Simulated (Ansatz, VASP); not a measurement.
## Si4Ru: VASP beside Ansatz

```
Si Ru
1.0
    -2.75422    2.75422    2.75422
     2.75422   -2.75422    2.75422
     2.75422    2.75422   -2.75422
Si Ru
4 1
Direct
  0.00000 0.00000 0.50000
  0.00000 0.50000 0.00000
  0.50000 0.00000 0.00000
  0.50000 0.50000 0.50000
  0.00000 0.00000 0.00000
```

Change from the starting cell: species swapped into the CrGa4 type (Im-3m, No. 229).

Alike in both runs: functional PBE; k mesh 10 × 10 × 10; occupations gaussian, width 0.1 eV; no spin polarisation.

Ansatz relaxed the structure, and its values are those at the end. VASP's run is a single point on that final structure, the one shown.

|  | VASP | Ansatz |
| --- | --- | --- |
| version | VASP 6.6.1 | Ansatz 0.2.0 |
| potentials or method | VASP PAW PBE potentials, release 64 (Si, Ru_pv), cutoff 520 eV | scalar-relativistic, plane waves, PAW |
| valence electrons in the cell | 30 | 32 |

```csv
,VASP,Ansatz,Ansatz less VASP
gap on the k mesh at the Fermi level (eV),none,none,-
pressure (GPa),0.0,0.0,+0.01
```

A gap of «none» marks a metal or a gap that the smearing closes. VASP's potentials hold 30 valence electrons a cell and Ansatz's 32, so a difference there can come from the potentials and not from the codes.
